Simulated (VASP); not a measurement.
# Si16H7F in VASP: single point with PBEsol

Aim: the single point of Si16H7F with PBEsol.

Program: VASP 6.6.1. These are calculated values, not measurements. Logs are shortened: lines on timing, memory, paths and dates and some standing lists are left out, and cuts for length are marked.

### Step 1. The cell of the first run

The cell holds a slab with vacuum, 24 atoms: a = 7.679 Å, b = 7.679 Å, c = 17.869 Å, α = 90.00°, β = 90.00°, γ = 60.00°.

### Step 2. Single point, PBEsol

Input file INCAR:

```
  ALGO = Normal
  EDIFF = 1E-6
  ENCUT = 1010
  GGA = PS
  GGA_COMPAT = F
  ISIF = 2
  ISMEAR = 0
  LASPH = T
  LCHARG = F
  LREAL = Auto
  LWAVE = F
  NBANDS = 57
  NELM = 120
  NELMDL = -8
  PREC = Accurate
  SIGMA = 0.02
```

Input file KPOINTS:

```
k-points
0
Gamma
  2 2 1
```

Input file POSCAR:

```
Si16H7F
1.0
    7.6791800000      0.0000000000      0.0000000000
    3.8395900000      6.6503650000      0.0000000000
    0.0000000000      0.0000000000     17.8687650000
H Si F
7 16 1
Direct
    0.1666667000      0.1666667000      0.0559636000
    0.6666667000      0.1666667000      0.0559636000
    0.1666667000      0.6666667000      0.0559636000
    0.6666667000      0.6666667000      0.0559636000
   -0.0003207703      0.5001191453      0.4399563828
    0.5001902534      0.5000070890      0.4400350764
    0.4999055795     -0.0002015226      0.4399171252
    0.1666667000      0.1666667000      0.1399089000
    0.6666667000      0.1666667000      0.1399089000
    0.1666667000      0.6666667000      0.1399089000
    0.6666667000      0.6666667000      0.1399089000
   -0.1665312192      0.3330680544      0.1819840523
    0.3333524389      0.3333025506      0.1821855863
   -0.1665884976      0.8335549994      0.1819742284
    0.3330950084      0.8333946216      0.1819831627
   -0.1673655535      0.3347340629      0.3131549727
    0.3332977953      0.3333943056      0.3132246968
   -0.1673235321      0.8326049006      0.3131238083
    0.3347618038      0.8325489489      0.3131233607
    0.0000039044      0.0000120945      0.3538905937
    0.4997583310      0.0004310591      0.3556695647
    0.0004910979      0.4997720950      0.3557327767
    0.4998612169      0.4997129401      0.3558076158
    1.0008222878     -0.0003542615      0.4450839231
```

Potentials or basis: VASP PAW PBE potentials, release 64 (H_h, Si, F_h).

On the command line:

```console
cat potpaw_PBE.64/H_h/POTCAR potpaw_PBE.64/Si/POTCAR potpaw_PBE.64/F_h/POTCAR > POTCAR
mpirun -np 1 vasp_std > vasp.out
```

OUTCAR:

```text
EDIFF = 1E-6
   ENCUT = 1010
   GGA = PS
   ISIF = 2
   ISMEAR = 0
   LASPH = T
   LREAL = Auto
   NELM = 120
   NELMDL = -8
   PREC = Accurate

 ion  position               nearest neighbor table
   1  0.167  0.167  0.056-   8 1.50
   2  0.667  0.167  0.056-   9 1.50
   3  0.167  0.667  0.056-  10 1.50
   4  0.667  0.667  0.056-  11 1.50
   5  1.000  0.500  0.440-  22 1.50
   6  0.500  0.500  0.440-  23 1.51
   7  0.500  1.000  0.440-  21 1.51
   8  0.167  0.167  0.140-   1 1.50  12 2.34  15 2.34  13 2.34
   9  0.667  0.167  0.140-   2 1.50  14 2.34  12 2.34  13 2.34
  10  0.167  0.667  0.140-   3 1.50  15 2.34  14 2.34  13 2.34
  11  0.667  0.667  0.140-   4 1.50  15 2.34  12 2.34  14 2.34
  12  0.833  0.333  0.182-   8 2.34   9 2.34  11 2.34  16 2.34
  13  0.333  0.333  0.182-  17 2.34   9 2.34   8 2.34  10 2.34
[... 8 lines left out ...]
  22  0.000  0.500  0.356-   5 1.50  17 2.34  18 2.34  16 2.34
  23  0.500  0.500  0.356-   6 1.51  16 2.34  17 2.34  19 2.34
  24  0.001  1.000  0.445-  20 1.63

  LATTYP: Found a hexagonal cell.
 ALAT       =     7.6791800344
 C/A-ratio  =     2.3269105451

  Lattice vectors:

 A1 = (  -3.8395900000,  -6.6503650000,   0.0000000000)
 A2 = (   7.6791800000,   0.0000000000,   0.0000000000)
 A3 = (   0.0000000000,   0.0000000000,  17.8687650000)

Analysis of symmetry for initial positions (statically):
=====================================================================
 Subroutine PRICEL returns:
 Original cell was already a primitive cell.

 Routine SETGRP: Setting up the symmetry group for a
 hexagonal supercell.

 Subroutine GETGRP returns: Found  1 space group operations
 (whereof  1 operations were pure point group operations)
 out of a pool of 24 trial point group operations.

The static configuration has the point symmetry C_1 .

Analysis of symmetry for dynamics (positions and initial velocities):
=====================================================================
 Subroutine PRICEL returns:
 Original cell was already a primitive cell.

 Routine SETGRP: Setting up the symmetry group for a
 hexagonal supercell.

 Subroutine GETGRP returns: Found  1 space group operations
 (whereof  1 operations were pure point group operations)
 out of a pool of 24 trial point group operations.

The dynamic configuration has the point symmetry C_1 .

 Subroutine INISYM returns: Found  1 space group operations
 (whereof  1 operations are pure point group operations),
 and found     1 'primitive' translations

----------------------------------------------------------------------------------------

                                     Primitive cell

  volume of cell :     912.5462

  direct lattice vectors                    reciprocal lattice vectors
     7.679180000  0.000000000  0.000000000     0.130222237 -0.075183843  0.000000000
     3.839590000  6.650365000  0.000000000     0.000000000  0.150367687  0.000000000
     0.000000000  0.000000000 17.868765000     0.000000000  0.000000000  0.055963577

  length of vectors
     7.679180000  7.679180034 17.868765000     0.150367687  0.150367687  0.055963577

  position of ions in fractional coordinates (direct lattice)
     0.166666700  0.166666700  0.055963600
     0.666666700  0.166666700  0.055963600
     0.166666700  0.666666700  0.055963600
     0.666666700  0.666666700  0.055963600
     0.999679230  0.500119145  0.439956383
     0.500190253  0.500007089  0.440035076
[... 16 lines left out ...]
     0.499861217  0.499712940  0.355807616
     0.000822288  0.999645738  0.445083923

  ion indices of the primitive-cell ions
   primitive index   ion index
                 1           1
                 2           2
                 3           3
                 4           4
                 5           5
                 6           6
[... 16 lines left out ...]
                23          23
                24          24

----------------------------------------------------------------------------------------

 KPOINTS: k-points

Automatic generation of k-mesh.
 Grid dimensions read from file:
 generate k-points for:    2    2    1

 Generating k-lattice:

  Cartesian coordinates                     Fractional coordinates (reciprocal lattice)
     0.065111119 -0.037591922  0.000000000     0.500000000 -0.000000000  0.000000000
     0.000000000  0.075183843  0.000000000     0.000000000  0.500000000  0.000000000
     0.000000000  0.000000000  0.055963577     0.000000000  0.000000000  1.000000000

  Length of vectors
     0.075183844  0.075183843  0.055963577

  Shift w.r.t. Gamma in fractional coordinates (k-lattice)
     0.000000000  0.000000000  0.000000000

 Subroutine IBZKPT returns following result:
 ===========================================

 Found      4 irreducible k-points:

 Following reciprocal coordinates:
            Coordinates               Weight
  0.000000  0.000000  0.000000      1.000000
  0.500000  0.000000  0.000000      1.000000
  0.500000  0.500000  0.000000      1.000000
  0.000000  0.500000  0.000000      1.000000
   k-points           NKPTS =      4   k-points in BZ     NKDIM =      4   number of bands    NBANDS=     57
   number of dos      NEDOS =    301   number of ions     NIONS =     24
   total plane-waves  NPLWV = ******
   dimension x,y,z NGX =    80 NGY =   80 NGZ =  192
   dimension x,y,z NGXF=   160 NGYF=  160 NGZF=  384
   ions per type =               7  16   1
   NGX,Y,Z   is equivalent  to a cutoff of  17.32, 17.32, 17.86 a.u.
   NGXF,Y,Z  is equivalent  to a cutoff of  34.64, 34.64, 35.73 a.u.
 SYSTEM =  unknown system
   PREC   = accura    normal or accurate (medium, high low for compatibility)
   ISTART =      0    job   : 0-new  1-cont  2-samecut
   ICHARG =      2    charge: 1-file 2-atom 10-const
   ISPIN  =      1    spin polarized calculation?
   LNONCOLLINEAR =      F non collinear calculations
   LSORBIT =      F    spin-orbit coupling
   LASPH  =      T    aspherical Exc in radial PAW
   ENCUT  = 1010.0 eV  74.23 Ry    8.62 a.u.  19.90 19.90 46.30*2*pi/ulx,y,z
   NELM   =    120;   NELMIN=  2; NELMDL= -8     # of ELM steps
   EDIFF  = 0.1E-05   stopping-criterion for ELM
   LREAL  =      T    real-space projection
   EDIFFG = 0.1E-04   stopping-criterion for IOM
   NSW    =      0    number of steps for IOM
[... 5 lines left out ...]
   TEBEG  =    0.0;   TEEND  =   0.0 temperature during run
   PSTRESS=    0.0 pullay stress
   NELECT =      78.0000    total number of electrons
   NUPDOWN=      -1.0000    fix difference up-down
   EMIN   =  10.00;   EMAX   =-10.00  energy-range for DOS
   EFERMI =   0.00;   METHOD = LEGACY
   ISMEAR =     0;   SIGMA  =   0.02  broadening in eV -4-tet -1-fermi 0-gaus
   EFERMI_NEDOS =   21; number of points for ismear=-14 and -15
   IALGO  =     38    algorithm
   IMIX   =      4    mixing-type and parameters
     AMIX     =   0.40;   BMIX     =  1.00
     AMIX_MAG =   1.60;   BMIX_MAG =  1.00
  volume/ion in A,a.u.               =      38.02       256.59
  Fermi-wavevector in a.u.,A,eV,Ry     =   0.721143  1.362763  7.075673  0.520047
  Thomas-Fermi vector in A             =   1.810775
   LORBIT       =      0    0 simple, 1 ext, 2 COOP (PROOUT), +10 PAW based schemes
   GGA     = PS    functional components
   LHFCALC =     F    Hartree Fock is set to
   AEXX    =    0.0000 exact exchange contribution
   IVDW    =     0    specifies the selected vdW correction
   LEPSILON=     F    determine dielectric tensor
   LRPA    =     F    only Hartree local field effects (RPA)
 non-spin polarized calculation
 Gauss-broadening in eV      SIGMA  =   0.02
  energy-cutoff  :     1010.00
  volume of cell :      912.55
 maximum number of plane-waves:     66549
 NGX is ok and might be reduce to    80
   NGX = 39   NGY = 39   NGZ = 93

 number of electron      77.9999999 magnetization

 Free energy of the ion-electron system (eV)
  ---------------------------------------------------
  ext. energy  EPLUGINS =         0.00000000
  ---------------------------------------------------
  free energy    TOTEN  =      -118.20672484 eV

  energy without entropy =     -118.20672484  energy(sigma->0) =     -118.20672484

 E-fermi :  -1.0056     XC(G=0):  -4.4257

 val. band max:       -1.1251560997   @ k =   0.0000   0.0000   0.0000
 cond. band min:       0.0668847971   @ k =   0.0000   0.0000   0.0000
 fundamental gap:      1.1920408968
 Fermi energy:        -1.0056283846

 k-point     1 :       0.0000    0.0000    0.0000
  band No.  band energies     occupation
      1     -25.5850      2.00000
      2     -12.4593      2.00000
      3     -11.3217      2.00000
      4     -10.2724      2.00000
      5     -10.2668      2.00000
      6     -10.2665      2.00000
[... 43 lines left out ...]
     50       1.2937      0.00000
     51       2.2501      0.00000

 k-point     2 :       0.5000    0.0000    0.0000
  band No.  band energies     occupation
      1     -25.5850      2.00000
      2     -11.7595      2.00000
      3     -11.7485      2.00000
      4     -10.6564      2.00000
      5     -10.6398      2.00000
      6     -10.4684      2.00000
[... 43 lines left out ...]
     50       2.8102      0.00000
     51       2.8293      0.00000

 k-point     3 :       0.5000    0.5000    0.0000
  band No.  band energies     occupation
      1     -25.5850      2.00000
      2     -11.7595      2.00000
      3     -11.7485      2.00000
      4     -10.6565      2.00000
      5     -10.6398      2.00000
      6     -10.4684      2.00000
[... 43 lines left out ...]
     50       2.8105      0.00000
     51       2.8299      0.00000

 k-point     4 :       0.0000    0.5000    0.0000
  band No.  band energies     occupation
      1     -25.5850      2.00000
      2     -11.7595      2.00000
      3     -11.7486      2.00000
      4     -10.6569      2.00000
      5     -10.6393      2.00000
      6     -10.4683      2.00000
[... 43 lines left out ...]
     50       2.8115      0.00000
     51       2.8305      0.00000
 [bands above 51 left out]

------------------------ aborting loop because EDIFF is reached ----------------------------------------

  FORCE on cell =-STRESS in cart. coord.  units (eV):
  Direction    XX          YY          ZZ          XY          YZ          ZX
  --------------------------------------------------------------------------------------
  -------------------------------------------------------------------------------------
  Total        3.3173266      3.3096560      1.0175888     -0.0039838      0.0142417     -0.0089613
  in kB        5.8243028      5.8108353      1.7866029     -0.0069944      0.0250045     -0.0157335
  external PRESSURE =       4.4739137 kB  Pullay stress =       0.0000000 kB

 VOLUME and BASIS-vectors are now :
 -----------------------------------------------------------------------------
  energy-cutoff  :     1010.00
  volume of cell :      912.55
      direct lattice vectors                 reciprocal lattice vectors
     7.679180000  0.000000000  0.000000000     0.130222237 -0.075183843  0.000000000
     3.839590000  6.650365000  0.000000000     0.000000000  0.150367687  0.000000000
     0.000000000  0.000000000 17.868765000     0.000000000  0.000000000  0.055963577

 POSITION                                       TOTAL-FORCE (eV/Angst)
 -----------------------------------------------------------------------------------
      1.91980      1.10839      1.00000        -0.002657     -0.001018     -0.120598
      5.75939      1.10839      1.00000         0.001955     -0.001198     -0.120676
      3.83959      4.43358      1.00000        -0.000429      0.002938     -0.120937
      7.67918      4.43358      1.00000         0.000389     -0.000230     -0.120963
      9.59697      3.32597      7.86148         0.000517      0.001019      0.005453
      5.76087      3.32523      7.86288         0.000409      0.001128      0.003612
[... 16 lines left out ...]
      5.75722      3.32327      6.35784        -0.007296      0.002238      0.017462
      3.84454      6.64801      7.95310        -0.005172      0.002258      0.081318
 -----------------------------------------------------------------------------------
    total drift:                                0.006211     -0.005013      0.085362

  FREE ENERGIE OF THE ION-ELECTRON SYSTEM (eV)
  ---------------------------------------------------
  free  energy   TOTEN  =      -118.2067248443 eV

  energy  without entropy=     -118.2067248443  energy(sigma->0) =     -118.20672484
```

Run time: 46 min. Hardware: 1 thread of Intel Xeon Platinum 8259CL at 2.50GHz (Skylake/Cascade Lake), shared host; peak memory 2.1 GiB.

What came out:

```yaml
Free_energy: -118.2067 eV
Largest_force: 0.121 eV/Å
Band_gap_on_the_k_mesh: 1.19 eV
```

Forces in eV/Å, atoms in the order of the input:
```
H   -0.003 -0.001 -0.121
H    0.002 -0.001 -0.121
H    0.000  0.003 -0.121
H    0.000  0.000 -0.121
H    0.001  0.001  0.005
H    0.000  0.001  0.004
H    0.002 -0.001  0.000
Si   0.015  0.004  0.092
Si  -0.015  0.014  0.088
Si  -0.003 -0.019  0.089
Si   0.000  0.001  0.081
Si  -0.001  0.009 -0.001
Si  -0.001  0.004  0.005
Si  -0.004 -0.012 -0.002
Si   0.010  0.002 -0.005
Si   0.002 -0.009 -0.006
Si   0.006 -0.007  0.005
Si   0.005  0.007 -0.001
Si  -0.010  0.003 -0.007
Si   0.010 -0.006 -0.039
Si  -0.001  0.006  0.042
Si  -0.003 -0.002  0.035
Si  -0.007  0.002  0.017
F   -0.005  0.002  0.081
```

Caveat: the k points lie up to 0.47 Å⁻¹ apart; there is no dipole correction, which matters where the two faces differ; the PAW data sets were made with another functional, which shifts forces and pressure a little.
